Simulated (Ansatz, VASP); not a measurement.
Two plane-wave programs on Al3BP2

File INCAR:

```
ALGO = Normal
EDIFF = 1E-7
EDIFFG = -0.04
ENCUT = 600
GGA = PE
IBRION = 2
ISIF = 3
ISMEAR = 0
LASPH = True
LCHARG = False
LREAL = False
LWAVE = False
NELM = 100
NSW = 90
PREC = Accurate
SIGMA = 0.1
```

File KPOINTS:

```
k-points
0
Gamma
  4 4 2
```

File POSCAR:

```
Al3BP2
1.0
    3.9109653674      0.0000000000      0.0000000000
    0.2484804426      4.9522213605      0.0000000000
    0.4311298377      2.2275637525      9.8088924079
Al B P
6 2 4
Direct
    0.9963230468      0.6685569702      0.2087488905
    0.0321189150      0.3383033896      0.7728160492
    0.5387247569      0.0731536893      0.2723809188
    0.5591397056      0.9153347102      0.7633273556
    0.4981175331      0.4745456272      0.0062951372
    0.3772576778      0.4661807967      0.4909769031
    0.5005059807      0.5249521865      0.2354980871
    0.5234440914      0.4763965880      0.7749709744
    0.0092132952      0.1436904540      0.0641597040
    0.8745344071      0.1658137787      0.5597390917
    0.0679192298      0.8987571997      0.4211938542
    0.0227013603      0.8543146098      0.9298930342
```

Input for Ansatz:

```yaml
crystal:
  lattice:
    - [3.9109653674, 0.0, 0.0]
    - [0.2484804426, 4.9522213605, 0.0]
    - [0.4311298377, 2.2275637525, 9.8088924079]
  atoms:
    - { symbol: Al, position: [0.9963230468, 0.6685569702, 0.2087488905] }
    - { symbol: Al, position: [0.032118915, 0.3383033896, 0.7728160492] }
    - { symbol: Al, position: [0.5387247569, 0.0731536893, 0.2723809188] }
    - { symbol: Al, position: [0.5591397056, 0.9153347102, 0.7633273556] }
    - { symbol: Al, position: [0.4981175331, 0.4745456272, 0.0062951372] }
    - { symbol: Al, position: [0.3772576778, 0.4661807967, 0.4909769031] }
    - { symbol: B, position: [0.5005059807, 0.5249521865, 0.2354980871] }
    - { symbol: B, position: [0.5234440914, 0.476396588, 0.7749709744] }
    - { symbol: P, position: [0.0092132952, 0.143690454, 0.064159704] }
    - { symbol: P, position: [0.8745344071, 0.1658137787, 0.5597390917] }
    - { symbol: P, position: [0.0679192298, 0.8987571997, 0.4211938542] }
    - { symbol: P, position: [0.0227013603, 0.8543146098, 0.9298930342] }
basis:
  ecutwfc: 420
kpoints:
  mp_grid: { grid: [4, 4, 2] }
hamiltonian:
  xc: pbe
scf:
  occupations: { method: gaussian, width: 0.1 }
  lower_state_search: "off"
output:
  forces: true
  stress: true
  eigenvalues: true
relax:
  adjacent_minimum: "off"
  f_tol: 0.04
  max_steps: 70
  cell: { stress_tol: 0.4 }
```

Change from the starting cell: the structure that the rattled cell fell into.

Alike in both runs: task relaxation of cell and atoms; functional PBE; k mesh 4 × 4 × 2; occupations gaussian, width 0.1 eV; no spin polarisation.

|  | VASP | Ansatz |
| --- | --- | --- |
| version | VASP 6.6.1 | Ansatz 0.2.0 |
| potentials or method | VASP PAW PBE potentials, release 64 (Al, B, P), cutoff 600 eV | scalar-relativistic, plane waves, PAW |
| valence electrons in the cell | 44 | 44 |

|  | VASP | Ansatz | Ansatz less VASP |
| --- | --- | --- | --- |
| gap on the k mesh at the Fermi level, each at its own relaxed structure (eV) | 0.08 | 0.07 | -0.005 |
| relaxed volume (Å³/atom) | 16.89 | 16.89 | +0.002 |
| relaxed cell length with the largest relative difference (Å) | 6.718 | 6.713 | -0.0051 |
